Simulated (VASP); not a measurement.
# SiC (Fm-3m) in VASP: a series of runs

SiC is run at these levels: PBE; tasks: single point.

All numbers are computed with VASP 6.6.1; they aren't measurements. Logs are shortened: lines on timing, memory, paths and dates and some standing lists are left out, and cuts for length are marked.

## Step 1: The cell of the first run

The structure is cubic, space group Fm-3m (No. 225). Conventional cell: a = 3.528 Å, b = 3.528 Å, c = 3.528 Å, α = 90.00°, β = 90.00°, γ = 90.00°. C (site symmetry m-3m) has 6 Si at 1.76 Å within 2.3 Å. Within 2.3 Å of Si (site symmetry m-3m) lie 6 C at 1.76 Å.

## Step 2: Single point, PBE

Input file INCAR:

```
PREC = Accurate
ENCUT = 600
EDIFF = 1E-6
ISMEAR = 0
SIGMA = 0.01
LREAL = False
LASPH = True
NELM = 120
ALGO = Normal
ISIF = 2
LWAVE = False
LCHARG = False
GGA = PE
NBANDS = 11
GGA_COMPAT = False
```

Input file KPOINTS:

```
Automatic mesh
0
Gamma
  16 16 16
```

Input file POSCAR:

```
SiC
1.0
    0.0000000000      1.7639694161      1.7639694161
    1.7639694161      0.0000000000      1.7639694161
    1.7639694161      1.7639694161      0.0000000000
C Si
1 1
Direct
    0.0000000000      0.0000000000      0.0000000000
    0.5000000000      0.5000000000      0.5000000000
```

Potentials or basis: VASP PAW PBE potentials, release 64 (C, Si).

On the command line:

```sh
$ cat potpaw_PBE.64/C/POTCAR potpaw_PBE.64/Si/POTCAR > POTCAR
$ mpirun -np 1 vasp_std > vasp.out
```

OUTCAR:

```text
PREC = Accurate
   ENCUT = 600
   EDIFF = 1E-6
   ISMEAR = 0
   LREAL = False
   LASPH = True
   NELM = 120
   ISIF = 2
   GGA = PE

 ion  position               nearest neighbor table
   1  0.000  0.000  0.000-   2 1.76   2 1.76   2 1.76   2 1.76   2 1.76   2 1.76
   2  0.500  0.500  0.500-   1 1.76   1 1.76   1 1.76   1 1.76   1 1.76   1 1.76

  LATTYP: Found a face centered cubic cell.
 ALAT       =     3.5279388322

  Lattice vectors:

 A1 = (   0.0000000000,   1.7639694161,   1.7639694161)
 A2 = (   1.7639694161,   0.0000000000,   1.7639694161)
 A3 = (   1.7639694161,   1.7639694161,   0.0000000000)

Analysis of symmetry for initial positions (statically):
=====================================================================
 Subroutine PRICEL returns:
 Original cell was already a primitive cell.

 Routine SETGRP: Setting up the symmetry group for a
 face centered cubic supercell.

 Subroutine GETGRP returns: Found 48 space group operations
 (whereof 48 operations were pure point group operations)
 out of a pool of 48 trial point group operations.

The static configuration has the point symmetry O_h .

Analysis of symmetry for dynamics (positions and initial velocities):
=====================================================================
 Subroutine PRICEL returns:
 Original cell was already a primitive cell.

 Routine SETGRP: Setting up the symmetry group for a
 face centered cubic supercell.

 Subroutine GETGRP returns: Found 48 space group operations
 (whereof 48 operations were pure point group operations)
 out of a pool of 48 trial point group operations.

The dynamic configuration has the point symmetry O_h .

 Subroutine INISYM returns: Found 48 space group operations
 (whereof 48 operations are pure point group operations),
 and found     1 'primitive' translations

----------------------------------------------------------------------------------------

                                     Primitive cell

  volume of cell :      10.9775

  direct lattice vectors                    reciprocal lattice vectors
     0.000000000  1.763969416  1.763969416    -0.283451626  0.283451626  0.283451626
     1.763969416  0.000000000  1.763969416     0.283451626 -0.283451626  0.283451626
     1.763969416  1.763969416  0.000000000     0.283451626  0.283451626 -0.283451626

  length of vectors
     2.494629472  2.494629472  2.494629472     0.490952618  0.490952618  0.490952618

  position of ions in fractional coordinates (direct lattice)
     0.000000000  0.000000000  0.000000000
     0.500000000  0.500000000  0.500000000

  ion indices of the primitive-cell ions
   primitive index   ion index
                 1           1
                 2           2

----------------------------------------------------------------------------------------

 KPOINTS: Automatic mesh

Automatic generation of k-mesh.
 Grid dimensions read from file:
 generate k-points for:   16   16   16

 Generating k-lattice:

  Cartesian coordinates                     Fractional coordinates (reciprocal lattice)
    -0.017715727  0.017715727  0.017715727     0.062500000  0.000000000  0.000000000
     0.017715727 -0.017715727  0.017715727     0.000000000  0.062500000  0.000000000
     0.017715727  0.017715727 -0.017715727     0.000000000  0.000000000  0.062500000

  Length of vectors
     0.030684539  0.030684539  0.030684539

  Shift w.r.t. Gamma in fractional coordinates (k-lattice)
     0.000000000  0.000000000  0.000000000

 Subroutine IBZKPT returns following result:
 ===========================================

 Found    145 irreducible k-points:

 Following reciprocal coordinates:
            Coordinates               Weight
  0.000000  0.000000  0.000000      1.000000
  0.062500  0.000000  0.000000      8.000000
  0.125000  0.000000  0.000000      8.000000
  0.187500  0.000000  0.000000      8.000000
  0.250000  0.000000  0.000000      8.000000
  0.312500  0.000000  0.000000      8.000000
[... 16 lines left out ...]
 -0.125000  0.062500  0.000000     24.000000
 -0.062500  0.062500  0.000000     12.000000
 [... further k-points ...]
   k-points           NKPTS =    145   k-points in BZ     NKDIM =    145   number of bands    NBANDS=     11
   number of dos      NEDOS =    301   number of ions     NIONS =      2
   total plane-waves  NPLWV =   8000
   dimension x,y,z NGX =    20 NGY =   20 NGZ =   20
   dimension x,y,z NGXF=    40 NGYF=   40 NGZF=   40
   ions per type =               1   1
   NGX,Y,Z   is equivalent  to a cutoff of  13.33, 13.33, 13.33 a.u.
   NGXF,Y,Z  is equivalent  to a cutoff of  26.66, 26.66, 26.66 a.u.
 SYSTEM =  unknown system
   PREC   = accura    normal or accurate (medium, high low for compatibility)
   ISTART =      0    job   : 0-new  1-cont  2-samecut
   ICHARG =      2    charge: 1-file 2-atom 10-const
   ISPIN  =      1    spin polarized calculation?
   LNONCOLLINEAR =      F non collinear calculations
   LSORBIT =      F    spin-orbit coupling
   LASPH  =      T    aspherical Exc in radial PAW
   ENCUT  =  600.0 eV  44.10 Ry    6.64 a.u.   4.98  4.98  4.98*2*pi/ulx,y,z
   NELM   =    120;   NELMIN=  2; NELMDL= -5     # of ELM steps
   EDIFF  = 0.1E-05   stopping-criterion for ELM
   LREAL  =      F    real-space projection
   EDIFFG = 0.1E-04   stopping-criterion for IOM
   NSW    =      0    number of steps for IOM
   IBRION =     -1    ionic relax: 0-MD 1-quasi-New 2-CG
   NFREE  =      0    steps in history (QN), initial steepest desc. (CG)
   ISIF   =      2    stress and relaxation
   ISYM   =      2    0-nonsym 1-usesym 2-fastsym
   POTIM  = 0.5000    time-step for ionic-motion
   TEBEG  =    0.0;   TEEND  =   0.0 temperature during run
   PSTRESS=    0.0 pullay stress
   NELECT =       8.0000    total number of electrons
   NUPDOWN=      -1.0000    fix difference up-down
   EMIN   =  10.00;   EMAX   =-10.00  energy-range for DOS
   EFERMI =   0.00;   METHOD = LEGACY
   ISMEAR =     0;   SIGMA  =   0.01  broadening in eV -4-tet -1-fermi 0-gaus
   EFERMI_NEDOS =   21; number of points for ismear=-14 and -15
   IALGO  =     38    algorithm
   IMIX   =      4    mixing-type and parameters
     AMIX     =   0.40;   BMIX     =  1.00
     AMIX_MAG =   1.60;   BMIX_MAG =  1.00
  volume/ion in A,a.u.               =       5.49        37.04
  Fermi-wavevector in a.u.,A,eV,Ry     =   1.473230  2.784000 29.530160  2.170406
  Thomas-Fermi vector in A             =   2.588148
   LORBIT       =      0    0 simple, 1 ext, 2 COOP (PROOUT), +10 PAW based schemes
   GGA     = PE    functional components
   LHFCALC =     F    Hartree Fock is set to
   AEXX    =    0.0000 exact exchange contribution
   IVDW    =     0    specifies the selected vdW correction
   LEPSILON=     F    determine dielectric tensor
   LRPA    =     F    only Hartree local field effects (RPA)
 non-spin polarized calculation
 Gauss-broadening in eV      SIGMA  =   0.01
  energy-cutoff  :      600.00
  volume of cell :       10.98
 maximum number of plane-waves:       380
   NGX =  9   NGY =  9   NGZ =  9

 number of electron       7.9999999 magnetization

 Free energy of the ion-electron system (eV)
  ---------------------------------------------------
  ext. energy  EPLUGINS =         0.00000000
  ---------------------------------------------------
  free energy    TOTEN  =       -10.45287433 eV

  energy without entropy =      -10.45287433  energy(sigma->0) =      -10.45287433

 E-fermi :  19.9417     XC(G=0): -14.6674

 val. band max:       19.8416447500   @ k =   0.0000   0.0000   0.0000
 cond. band min:      20.0659660191   @ k =   0.5000   0.5000   0.0000
 fundamental gap:      0.2243212691
 Fermi energy:        19.9417461270

 k-point     1 :       0.0000    0.0000    0.0000
  band No.  band energies     occupation
      1      -4.1007      2.00000
      2      19.8416      2.00000
      3      19.8416      2.00000
      4      19.8416      2.00000
      5      28.7985      0.00000
      6      28.7985      0.00000
      7      28.7985      0.00000
      8      35.8556      0.00000
      9      35.8556      0.00000
     10      36.2392      0.00000
     11      36.2483      0.00000

 k-point     2 :       0.0625    0.0000    0.0000
  band No.  band energies     occupation
      1      -3.9766      2.00000
      2      19.1391      2.00000
      3      19.6959      2.00000
      4      19.6959      2.00000
      5      28.6793      0.00000
      6      29.0804      0.00000
      7      29.0804      0.00000
      8      34.8674      0.00000
      9      34.8674      0.00000
     10      36.3779      0.00000
     11      37.2126      0.00000

 k-point     3 :       0.1250    0.0000    0.0000
  band No.  band energies     occupation
      1      -3.6053      2.00000
      2      17.3611      2.00000
      3      19.3208      2.00000
      4      19.3208      2.00000
      5      28.4861      0.00000
      6      29.7457      0.00000
      7      29.7457      0.00000
      8      33.5449      0.00000
      9      33.5449      0.00000
     10      36.7529      0.00000
     11      38.0252      0.00000

 k-point     4 :       0.1875    0.0000    0.0000
  band No.  band energies     occupation
      1      -2.9891      2.00000
      2      15.0649      2.00000
      3      18.8417      2.00000
      4      18.8417      2.00000
      5      28.3597      0.00000
      6      30.0348      0.00000
      7      30.0348      0.00000
      8      33.2283      0.00000
      9      33.2283      0.00000
     10      36.9864      0.00000
     11      37.7777      0.00000
[... 239 lines left out ...]
 k-point    22 :      -0.1875    0.0625    0.0000
  band No.  band energies     occupation
      1      -2.6212      2.00000
      2      14.3144      2.00000
      3      17.5768      2.00000
      4      19.0970      2.00000
      5      28.4102      0.00000
      6      29.5871      0.00000
      7      30.2992      0.00000
      8      32.1658      0.00000
      9      34.5252      0.00000
     10      37.4656      0.00000
     11      38.4432      0.00000

 k-point    23 :      -0.1250    0.0625    0.0000
  band No.  band energies     occupation
      1      -3.3173      2.00000
      2      16.6499      2.00000
      3      18.1161      2.00000
      4      19.5288      2.00000
      5      28.3149      0.00000
      6      29.6746      0.00000
      7      30.6661      0.00000
      8      31.9808      0.00000
      9      34.0691      0.00000
     10      37.1791      0.00000
     11      38.5966      0.00000

 k-point    24 :      -0.0625    0.0625    0.0000
  band No.  band energies     occupation
      1      -3.7702      2.00000
      2      18.4736      2.00000
      3      18.8096      2.00000
      4      19.7612      2.00000
      5      28.3623      0.00000
      6      29.1654      0.00000
      7      30.0510      0.00000
      8      33.2254      0.00000
      9      34.7091      0.00000
     10      36.6420      0.00000
     11      38.3837      0.00000

 [... further k-points ...]
[... 5 lines left out ...]
  --------------------------------------------------------------------------------------
  -------------------------------------------------------------------------------------
  Total       17.0762996     17.0762996     17.0762996     -0.0000000      0.0000000     -0.0000000
  in kB     2492.3050564   2492.3050564   2492.3050564     -0.0000000      0.0000000     -0.0000000
  external PRESSURE =    2492.3050564 kB  Pullay stress =       0.0000000 kB

 VOLUME and BASIS-vectors are now :
 -----------------------------------------------------------------------------
  energy-cutoff  :      600.00
  volume of cell :       10.98
      direct lattice vectors                 reciprocal lattice vectors
     0.000000000  1.763969416  1.763969416    -0.283451626  0.283451626  0.283451626
     1.763969416  0.000000000  1.763969416     0.283451626 -0.283451626  0.283451626
     1.763969416  1.763969416  0.000000000     0.283451626  0.283451626 -0.283451626

 POSITION                                       TOTAL-FORCE (eV/Angst)
 -----------------------------------------------------------------------------------
      0.00000      0.00000      0.00000         0.000000      0.000000      0.000000
      1.76397      1.76397      1.76397         0.000000      0.000000      0.000000
 -----------------------------------------------------------------------------------
    total drift:                               -0.000000     -0.000000     -0.000000

  FREE ENERGIE OF THE ION-ELECTRON SYSTEM (eV)
  ---------------------------------------------------
  free  energy   TOTEN  =       -10.4528743342 eV

  energy  without entropy=      -10.4528743342  energy(sigma->0) =      -10.45287433
```

Wall time 14 s (1 thread of Intel Xeon Platinum 8259CL at 2.50GHz (Skylake/Cascade Lake), shared host); peak memory 0.13 GiB.

Results:

| Property | Result |
| --- | --- |
| Free energy | -10.4529 eV |
| Pressure | 249.2 GPa |
| Band gap on the k mesh | 0.22 eV (least direct gap 6.38 eV) |

Caveat: the cell stands under pressure. A k mesh can miss the band edges.

## Step 3: Single point, PBE

This run uses another cell than the first one, of 5.85 Å³/atom.

Input file INCAR:

```
SYSTEM = SiC
PREC = Accurate ; ENCUT = 600
EDIFF = 1E-6 ; ISMEAR = 0
SIGMA = 0.02 ; LREAL = .False.
LASPH = .True. ; NELM = 120
ALGO = Normal ; ISIF = 2
LWAVE = .False. ; LCHARG = .False.
GGA = PE ; NBANDS = 11
GGA_COMPAT = .False.
```

Input file KPOINTS:

```
regular mesh
0
Gamma
  16 16 16
  0 0 0
```

Input file POSCAR:

```
SiC
1.0
    0.0000000000      1.8015742173      1.8015742173
    1.8015742173      0.0000000000      1.8015742173
    1.8015742173      1.8015742173      0.0000000000
C Si
1 1
Direct
    0.0000000000      0.0000000000      0.0000000000
    0.5000000000      0.5000000000      0.5000000000
```

Potentials or basis: VASP PAW PBE potentials, release 64 (C, Si).

On the command line:

```sh
$ cat potpaw_PBE.64/C/POTCAR potpaw_PBE.64/Si/POTCAR > POTCAR
$ mpirun -np 1 vasp_std > vasp.out
```

OUTCAR:

```text
SYSTEM = SiC
   PREC = Accurate
   ENCUT = 600
   EDIFF = 1E-6
   ISMEAR = 0
   LREAL = .False.
   LASPH = .True.
   NELM = 120
   ISIF = 2
   GGA = PE

 ion  position               nearest neighbor table
   1  0.000  0.000  0.000-   2 1.80   2 1.80   2 1.80   2 1.80   2 1.80   2 1.80
   2  0.500  0.500  0.500-   1 1.80   1 1.80   1 1.80   1 1.80   1 1.80   1 1.80

  LATTYP: Found a face centered cubic cell.
 ALAT       =     3.6031484346

  Lattice vectors:

 A1 = (   0.0000000000,   1.8015742173,   1.8015742173)
 A2 = (   1.8015742173,   0.0000000000,   1.8015742173)
 A3 = (   1.8015742173,   1.8015742173,   0.0000000000)
[... 513 lines left out ...]
      8      31.4025      0.00000
      9      32.8743      0.00000
     10      33.8572      0.00000
     11      36.4282      0.00000

 [... further k-points ...]
[... 5 lines left out ...]
  --------------------------------------------------------------------------------------
  -------------------------------------------------------------------------------------
  Total       13.6413792     13.6413792     13.6413792      0.0000000      0.0000000     -0.0000000
  in kB     1868.8842083   1868.8842083   1868.8842083      0.0000000      0.0000000     -0.0000000
  external PRESSURE =    1868.8842083 kB  Pullay stress =       0.0000000 kB

 VOLUME and BASIS-vectors are now :
 -----------------------------------------------------------------------------
  energy-cutoff  :      600.00
  volume of cell :       11.69
      direct lattice vectors                 reciprocal lattice vectors
     0.000000000  1.801574217  1.801574217    -0.277535055  0.277535055  0.277535055
     1.801574217  0.000000000  1.801574217     0.277535055 -0.277535055  0.277535055
     1.801574217  1.801574217  0.000000000     0.277535055  0.277535055 -0.277535055

 POSITION                                       TOTAL-FORCE (eV/Angst)
 -----------------------------------------------------------------------------------
      0.00000      0.00000      0.00000        -0.000000      0.000000      0.000000
      1.80157      1.80157      1.80157         0.000000      0.000000     -0.000000
 -----------------------------------------------------------------------------------
    total drift:                                0.000000     -0.000000     -0.000000

  FREE ENERGIE OF THE ION-ELECTRON SYSTEM (eV)
  ---------------------------------------------------
  free  energy   TOTEN  =       -11.4250067195 eV

  energy  without entropy=      -11.4250067195  energy(sigma->0) =      -11.42500672
```

OSZICAR:

```text
N       E                     dE             d eps       ncg     rms          rms(c)
DAV:   1     0.718106683939E+01    0.71811E+01   -0.50233E+03  3209   0.795E+02
DAV:   2    -0.130134888317E+02   -0.20195E+02   -0.19264E+02  4015   0.124E+02
DAV:   3    -0.134873219562E+02   -0.47383E+00   -0.47278E+00  3921   0.142E+01
DAV:   4    -0.134880219998E+02   -0.70004E-03   -0.70001E-03  3534   0.666E-01
DAV:   5    -0.134880228880E+02   -0.88826E-06   -0.88823E-06  3772   0.224E-02    0.135E+01
DAV:   6    -0.115905620775E+02    0.18975E+01   -0.41774E+00  3388   0.113E+01    0.677E+00
DAV:   7    -0.114292841282E+02    0.16128E+00   -0.76964E-01  3684   0.526E+00    0.207E+00
DAV:   8    -0.114253050687E+02    0.39791E-02   -0.86027E-03  3420   0.696E-01    0.572E-01
DAV:   9    -0.114249996550E+02    0.30541E-03   -0.45341E-04  3883   0.202E-01    0.185E-01
DAV:  10    -0.114250058591E+02   -0.62040E-05   -0.56828E-06  3638   0.202E-02    0.170E-02
DAV:  11    -0.114250067195E+02   -0.86046E-06   -0.24945E-06  3405   0.110E-02
   1 F= -.11425007E+02 E0= -.11425007E+02  d E =-.881065E-34
```

stdout:

```text
POSCAR found type information on POSCAR C Si
 POSCAR found :  2 types and       2 ions
 scaLAPACK will be used
 LDA part: xc-table for (Slater+PW92), standard interpolation
 POSCAR, INCAR and KPOINTS ok, starting setup
 FFT: planning ... GRIDC
 FFT: planning ... GRID_SOFT
 FFT: planning ... GRID
 WAVECAR not read
 entering main loop
```

It took 13 s on 1 thread of Intel Xeon Platinum 8259CL at 2.50GHz (Skylake/Cascade Lake), shared host; peak memory 0.13 GiB.

What came out:

```yaml
Free_energy: -11.4250 eV
Pressure: 186.9 GPa
Band_gap_on_the_k_mesh: 0.64 eV (least direct gap 6.49 eV)
```

Caveat: the cell stands under pressure. A k mesh can miss the band edges.

(Part 1 of 2 ends here.)
